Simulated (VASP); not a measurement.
# Pt (Fm-3m) in VASP: further runs

Runs on Pt. Level: PBEsol. Tasks: single point, relaxation of volume and atoms at fixed shape.

All numbers are computed with VASP 6.6.1; they aren't measurements. Logs are shortened: lines on timing, memory, paths and dates and some standing lists are left out, and cuts for length are marked.

## (1) The cell of the first run

Symmetry: Fm-3m, No. 225, cubic system. Conventional cell: a = 3.916 Å, b = 3.916 Å, c = 3.916 Å, α = 90.00°, β = 90.00°, γ = 90.00°. Pt (site symmetry m-3m) has 12 Pt at 2.77 Å within 3.7 Å.

## (2) Single point, PBEsol

Input file INCAR:

```
SYSTEM = Pt
PREC = Accurate
ENCUT = 520
EDIFF = 1E-6
ISMEAR = 1
SIGMA = 0.1
LREAL = .FALSE.
LASPH = .TRUE.
NELM = 80
ALGO = Normal
ISIF = 2
LWAVE = .FALSE.
LCHARG = .FALSE.
GGA = PS
NBANDS = 11
```

Input file KPOINTS:

```
regular mesh
0
G
  11 11 11
  0 0 0
```

Input file POSCAR:

```
Pt
1.0
    0.0000000000      1.9581540286      1.9581540286
    1.9581540286      0.0000000000      1.9581540286
    1.9581540286      1.9581540286      0.0000000000
Pt
1
Direct
    0.0000000000      0.0000000000      0.0000000000
```

Potentials or basis: VASP PAW PBE potentials, release 64 (Pt).

Command:

```bash
$ cat potpaw_PBE.64/Pt/POTCAR > POTCAR
$ mpirun -np 1 vasp_std > vasp.out
```

OUTCAR:

```text
SYSTEM = Pt
   PREC = Accurate
   ENCUT = 520
   EDIFF = 1E-6
   ISMEAR = 1
   LREAL = .FALSE.
   LASPH = .TRUE.
   NELM = 80
   ISIF = 2
   GGA = PS

 ion  position               nearest neighbor table
   1  0.000  0.000  0.000-

  LATTYP: Found a face centered cubic cell.
 ALAT       =     3.9163080572

  Lattice vectors:

 A1 = (   0.0000000000,   1.9581540286,   1.9581540286)
 A2 = (   1.9581540286,   0.0000000000,   1.9581540286)
 A3 = (   1.9581540286,   1.9581540286,   0.0000000000)

Analysis of symmetry for initial positions (statically):
=====================================================================
 Subroutine PRICEL returns:
 Original cell was already a primitive cell.

 Routine SETGRP: Setting up the symmetry group for a
 face centered cubic supercell.

 Subroutine GETGRP returns: Found 48 space group operations
 (whereof 48 operations were pure point group operations)
 out of a pool of 48 trial point group operations.

The static configuration has the point symmetry O_h .

Analysis of symmetry for dynamics (positions and initial velocities):
=====================================================================
 Subroutine PRICEL returns:
 Original cell was already a primitive cell.

 Routine SETGRP: Setting up the symmetry group for a
 face centered cubic supercell.

 Subroutine GETGRP returns: Found 48 space group operations
 (whereof 48 operations were pure point group operations)
 out of a pool of 48 trial point group operations.

The dynamic configuration has the point symmetry O_h .

 Subroutine INISYM returns: Found 48 space group operations
 (whereof 48 operations are pure point group operations),
 and found     1 'primitive' translations

----------------------------------------------------------------------------------------

                                     Primitive cell

  volume of cell :      15.0166

  direct lattice vectors                    reciprocal lattice vectors
     0.000000000  1.958154029  1.958154029    -0.255342528  0.255342528  0.255342528
     1.958154029  0.000000000  1.958154029     0.255342528 -0.255342528  0.255342528
     1.958154029  1.958154029  0.000000000     0.255342528  0.255342528 -0.255342528

  length of vectors
     2.769247984  2.769247984  2.769247984     0.442266232  0.442266232  0.442266232

  position of ions in fractional coordinates (direct lattice)
     0.000000000  0.000000000  0.000000000

  ion indices of the primitive-cell ions
   primitive index   ion index
                 1           1

----------------------------------------------------------------------------------------

 KPOINTS: regular mesh

Automatic generation of k-mesh.
 Grid dimensions read from file:
 generate k-points for:   11   11   11

 Generating k-lattice:

  Cartesian coordinates                     Fractional coordinates (reciprocal lattice)
    -0.023212957  0.023212957  0.023212957     0.090909091  0.000000000  0.000000000
     0.023212957 -0.023212957  0.023212957     0.000000000  0.090909091  0.000000000
     0.023212957  0.023212957 -0.023212957     0.000000000  0.000000000  0.090909091

  Length of vectors
     0.040206021  0.040206021  0.040206021

  Shift w.r.t. Gamma in fractional coordinates (k-lattice)
     0.000000000  0.000000000  0.000000000

 Subroutine IBZKPT returns following result:
 ===========================================

 Found     56 irreducible k-points:

 Following reciprocal coordinates:
            Coordinates               Weight
  0.000000  0.000000  0.000000      1.000000
  0.090909  0.000000  0.000000      8.000000
  0.181818  0.000000  0.000000      8.000000
  0.272727  0.000000  0.000000      8.000000
  0.363636  0.000000  0.000000      8.000000
  0.454545  0.000000  0.000000      8.000000
[... 16 lines left out ...]
 -0.272727  0.181818  0.000000     24.000000
 -0.181818  0.181818  0.000000     12.000000
 [... further k-points ...]
   k-points           NKPTS =     56   k-points in BZ     NKDIM =     56   number of bands    NBANDS=     11
   number of dos      NEDOS =    301   number of ions     NIONS =      1
   total plane-waves  NPLWV =  13824
   dimension x,y,z NGX =    24 NGY =   24 NGZ =   24
   dimension x,y,z NGXF=    48 NGYF=   48 NGZF=   48
   ions per type =               1
   NGX,Y,Z   is equivalent  to a cutoff of  14.41, 14.41, 14.41 a.u.
   NGXF,Y,Z  is equivalent  to a cutoff of  28.82, 28.82, 28.82 a.u.
 SYSTEM =  Pt
   PREC   = accura    normal or accurate (medium, high low for compatibility)
   ISTART =      0    job   : 0-new  1-cont  2-samecut
   ICHARG =      2    charge: 1-file 2-atom 10-const
   ISPIN  =      1    spin polarized calculation?
   LNONCOLLINEAR =      F non collinear calculations
   LSORBIT =      F    spin-orbit coupling
   LASPH  =      T    aspherical Exc in radial PAW
   ENCUT  =  520.0 eV  38.22 Ry    6.18 a.u.   5.15  5.15  5.15*2*pi/ulx,y,z
   NELM   =     80;   NELMIN=  2; NELMDL= -5     # of ELM steps
   EDIFF  = 0.1E-05   stopping-criterion for ELM
   LREAL  =      F    real-space projection
   EDIFFG = 0.1E-04   stopping-criterion for IOM
   NSW    =      0    number of steps for IOM
   IBRION =     -1    ionic relax: 0-MD 1-quasi-New 2-CG
   NFREE  =      0    steps in history (QN), initial steepest desc. (CG)
   ISIF   =      2    stress and relaxation
   ISYM   =      2    0-nonsym 1-usesym 2-fastsym
   POTIM  = 0.5000    time-step for ionic-motion
   TEBEG  =    0.0;   TEEND  =   0.0 temperature during run
   PSTRESS=    0.0 pullay stress
   NELECT =      10.0000    total number of electrons
   NUPDOWN=      -1.0000    fix difference up-down
   EMIN   =  10.00;   EMAX   =-10.00  energy-range for DOS
   EFERMI =   0.00;   METHOD = LEGACY
   ISMEAR =     1;   SIGMA  =   0.10  broadening in eV -4-tet -1-fermi 0-gaus
   EFERMI_NEDOS =   21; number of points for ismear=-14 and -15
   IALGO  =     38    algorithm
   IMIX   =      4    mixing-type and parameters
     AMIX     =   0.40;   BMIX     =  1.00
     AMIX_MAG =   1.60;   BMIX_MAG =  1.00
  volume/ion in A,a.u.               =      15.02       101.34
  Fermi-wavevector in a.u.,A,eV,Ry     =   1.429611  2.701574 27.807432  2.043789
  Thomas-Fermi vector in A             =   2.549546
   LORBIT       =      0    0 simple, 1 ext, 2 COOP (PROOUT), +10 PAW based schemes
   GGA     = PS    functional components
   LHFCALC =     F    Hartree Fock is set to
   AEXX    =    0.0000 exact exchange contribution
   IVDW    =     0    specifies the selected vdW correction
   LEPSILON=     F    determine dielectric tensor
   LRPA    =     F    only Hartree local field effects (RPA)
 non-spin polarized calculation
 Methfessel and Paxton  Order N= 1 SIGMA  =   0.10
  energy-cutoff  :      520.00
  volume of cell :       15.02
 maximum number of plane-waves:       416
 NGX is ok and might be reduce to    24
   NGX = 11   NGY = 11   NGZ = 11

 number of electron      10.0000000 magnetization

 Free energy of the ion-electron system (eV)
  ---------------------------------------------------
  ext. energy  EPLUGINS =         0.00000000
  ---------------------------------------------------
  free energy    TOTEN  =        -6.97059033 eV

  energy without entropy =       -6.96960245  energy(sigma->0) =       -6.97026103

 E-fermi :  11.1192     XC(G=0): -13.6553

 val. band max:       11.1149358011   @ k =  -0.3636   0.3636   0.0909
 cond. band min:      11.1236544519   @ k =  -0.4545   0.1818   0.0000
 fundamental gap:      0.0087186508
 Fermi energy:        11.1191754781

 k-point     1 :       0.0000    0.0000    0.0000
  band No.  band energies     occupation
      1       0.8348      2.00000
      2       7.3364      2.00000
      3       7.3364      2.00000
      4       7.3364      2.00000
      5       9.5316      2.00000
      6       9.5316      2.00000
      7      25.7912      0.00000
      8      30.7758      0.00000
      9      30.7758      0.00000
     10      30.7758      0.00000
     11      36.0931      0.00000

 k-point     2 :       0.0909    0.0000    0.0000
  band No.  band energies     occupation
      1       1.1656      2.00000
      2       7.1932      2.00000
      3       7.4641      2.00000
      4       7.4641      2.00000
      5       9.4638      2.00000
      6       9.4638      2.00000
      7      26.2980      0.00000
      8      29.2420      0.00000
      9      31.2860      0.00000
     10      31.2860      0.00000
     11      37.6084      0.00000

 k-point     3 :       0.1818    0.0000    0.0000
  band No.  band energies     occupation
      1       2.0657      2.00000
      2       6.9356      2.00000
      3       7.6978      2.00000
      4       7.6978      2.00000
      5       9.4413      2.00000
      6       9.4413      2.00000
      7      26.6255      0.00000
      8      27.3736      0.00000
      9      32.6796      0.00000
     10      32.6796      0.00000
     11      35.6692      0.00000

 k-point     4 :       0.2727    0.0000    0.0000
  band No.  band energies     occupation
      1       3.1362      2.00000
      2       7.0985      2.00000
      3       7.6824      2.00000
      4       7.6824      2.00000
      5       9.8544      2.00000
      6       9.8544      2.00000
      7      23.6824      0.00000
      8      27.3562      0.00000
      9      33.8566      0.00000
     10      33.8566      0.00000
     11      34.8732      0.00000
[... 239 lines left out ...]
 k-point    22 :      -0.3636    0.1818    0.0000
  band No.  band energies     occupation
      1       4.7606      2.00000
      2       6.7127      2.00000
      3       7.7789      2.00000
      4       8.1002      2.00000
      5      10.3982      2.00000
      6      13.6399      0.00000
      7      18.7166      0.00000
      8      25.5984      0.00000
      9      28.0584      0.00000
     10      30.7217      0.00000
     11      36.4886      0.00000

 k-point    23 :      -0.2727    0.1818    0.0000
  band No.  band energies     occupation
      1       4.6621      2.00000
      2       6.6864      2.00000
      3       7.1508      2.00000
      4       8.2586      2.00000
      5       9.4297      2.00000
      6      12.3101     -0.00000
      7      21.9442      0.00000
      8      26.0077      0.00000
      9      28.6343      0.00000
     10      33.5143      0.00000
     11      33.5508      0.00000

 k-point    24 :      -0.1818    0.1818    0.0000
  band No.  band energies     occupation
      1       3.7884      2.00000
      2       6.4110      2.00000
      3       7.5360      2.00000
      4       8.5254      2.00000
      5       8.5997      2.00000
      6      11.0853      1.53794
      7      24.6334      0.00000
      8      27.2335      0.00000
      9      30.1817      0.00000
     10      31.3204      0.00000
     11      35.8525      0.00000

 [... further k-points ...]
[... 5 lines left out ...]
  --------------------------------------------------------------------------------------
  -------------------------------------------------------------------------------------
  Total       -0.0412054     -0.0412054     -0.0412054      0.0000000      0.0000000      0.0000000
  in kB       -4.3963661     -4.3963661     -4.3963661      0.0000000      0.0000000      0.0000000
  external PRESSURE =      -4.3963661 kB  Pullay stress =       0.0000000 kB

 VOLUME and BASIS-vectors are now :
 -----------------------------------------------------------------------------
  energy-cutoff  :      520.00
  volume of cell :       15.02
      direct lattice vectors                 reciprocal lattice vectors
     0.000000000  1.958154029  1.958154029    -0.255342528  0.255342528  0.255342528
     1.958154029  0.000000000  1.958154029     0.255342528 -0.255342528  0.255342528
     1.958154029  1.958154029  0.000000000     0.255342528  0.255342528 -0.255342528

 POSITION                                       TOTAL-FORCE (eV/Angst)
 -----------------------------------------------------------------------------------
      0.00000      0.00000      0.00000        -0.000000     -0.000000     -0.000000
 -----------------------------------------------------------------------------------
    total drift:                               -0.000000     -0.000000     -0.000000

  FREE ENERGIE OF THE ION-ELECTRON SYSTEM (eV)
  ---------------------------------------------------
  free  energy   TOTEN  =        -6.9705903294 eV

  energy  without entropy=       -6.9696024460  energy(sigma->0) =       -6.97026103
```

Wall time 5.6 s (1 thread of Intel Xeon 6975P-C, shared host); peak memory 0.15 GiB.

What came out:

```
Free energy            : -6.9706 eV
Pressure               : -0.4 GPa
Band gap on the k mesh : zero (band 5 reaches 11.57 eV, above the bottom of band 6 at 9.44 eV)
```

Caveat: the PAW data sets were made with another functional, which shifts forces and pressure a little; spin-orbit coupling is left out, which moves the levels of the heavy elements.

(Continued in part 2 of 2.)
